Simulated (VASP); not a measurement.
Set up this calculation in VASP 6.6.1, as the native input.

```
Task                   : single point
Functional             : PBE
Potentials or basis    : VASP PAW PBE potentials, release 64 (Mg, Ti_sv, O)
Cutoff                 : 520 eV
k mesh                 : 4 × 4 × 4
Occupations            : gaussian, width 0.2 eV
Spin                   : collinear spin
Starting moments       : [0.0, 0.0, 1.0, 1.0, 1.0, 0.0, 0.0, 0.0] μB
Dipole correction      : no
Further INCAR settings : ALGO = Normal; EDIFF = 1e-06; NBANDS = 43
```

The structure of Mg2Ti3O3 lies in POSCAR:

```
Mg2Ti3O3
1.0
    4.6265346365      0.0000000000      0.0000000000
    0.0000000000      4.6265346365      0.0000000000
    0.0000000000      0.0000000000      4.6265346365
Mg Ti O
2 3 3
Direct
    0.5000000000      0.5000000000      0.5000000000
    0.0000000000      0.0000000000      0.0000000000
    0.0000000000      0.5000000000      0.5000000000
    0.5000000000      0.0000000000      0.5000000000
    0.5000000000      0.5000000000      0.0000000000
    0.5000000000      0.0000000000      0.0000000000
    0.0000000000      0.5000000000      0.0000000000
    0.0000000000      0.0000000000      0.5000000000
```

The cell was built from a structure type or drawn by symmetry, and may not be a known phase.

The input as run:

INCAR

```
  ALGO = Normal
  EDIFF = 1E-6
  ENCUT = 520
  GGA = PE
  ISIF = 2
  ISMEAR = 0
  ISPIN = 2
  LASPH = T
  LCHARG = F
  LMAXMIX = 4
  LORBIT = 11
  LREAL = F
  LWAVE = F
  MAGMOM = 0 0 1 1 1 0 0 0
  NBANDS = 43
  NELM = 150
  PREC = Accurate
  SIGMA = 0.2
```

KPOINTS

```
k-points
0
Gamma
  4 4 4
```

Potentials or basis: VASP PAW PBE potentials, release 64 (Mg, Ti_sv, O).

Launch:

```bash
$ cat potpaw_PBE.64/Mg/POTCAR potpaw_PBE.64/Ti_sv/POTCAR potpaw_PBE.64/O/POTCAR > POTCAR
$ mpirun -np 1 vasp_std > vasp.out
```

Results of the run:

```json
{
 "Pressure": "0.1 GPa",
 "Band gap on the k mesh": "zero (filled and empty bands overlap)",
 "Net moment": "0.00 μB per cell",
 "Valence electrons inside the program's atomic spheres": "Mg 0.80, 0.27; Ti 10.28; O 4.94"
}
```

Run time: 51 s on 1 thread of Intel(R) Xeon(R) 6975P-C (Granite Rapids) (shared host), peak memory 0.27 GiB.
